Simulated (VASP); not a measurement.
The system is C.

```
CELL_PARAMETERS angstrom
2.48215 0.00000 0.00000
-1.24107 2.14960 0.00000
0.00000 0.00000 4.05335
ATOMIC_POSITIONS crystal
C 0.33333 0.66667 0.00000
C 0.66667 0.33333 0.50000
C 0.33333 0.66667 0.37500
C 0.66667 0.33333 0.87500
```

| Property | Result |
| --- | --- |
| Program | VASP 6.6.1 |
| Task | relaxation of cell and atoms |
| Functional | PBEsol |
| Potentials or basis | VASP PAW PBE potentials, release 64 (C) |
| Cutoff | 600 eV |
| k mesh | 9 × 9 × 6 |
| Occupations | fermi-dirac, width 0.03 eV |
| Spin | no spin polarisation |

At the start: pressure 20.2 GPa; volume 5.41 Å³/atom.

Q: How do energy, volume and symmetry change on relaxing?

A: Over 8 steps the energy falls by 19.8 meV/atom and the volume is 5.63 Å³/atom (+4.2 %); space group P6_3/mmc (No. 194, to 0.05 Å).

The path:
| step | energy change (eV) | largest force (eV/Å) | pressure (GPa) | volume (Å³) |
| --- | --- | --- | --- | --- |
| 1 | 0.0000 | 0.0442 | 20.16 | 21.63 |
| 2 | 0.0523 | 0.1790 | -22.30 | 23.81 |
| 3 | -0.0792 | 0.0183 | -0.49 | 22.55 |
| 4 | -0.0792 | 0.0198 | -0.09 | 22.53 |
| 5 | -0.0792 | 0.0213 | 0.28 | 22.51 |
| 6 | -0.0791 | 0.0416 | 0.37 | 22.51 |
| 7 | -0.0792 | 0.0010 | 0.31 | 22.51 |
| 8 | -0.0792 | 0.0010 | -0.11 | 22.53 |

Final structure:
```
C
1.0
     2.49997    0.00000    0.00000
    -1.24998    2.16504    0.00000
     0.00000    0.00000    4.16304
C
4
Direct
  0.33333 0.66667 0.00030
  0.66667 0.33333 0.50030
  0.33333 0.66667 0.37470
  0.66667 0.33333 0.87470
```

Caveat: the PAW data sets were made with another functional, which shifts forces and pressure a little.
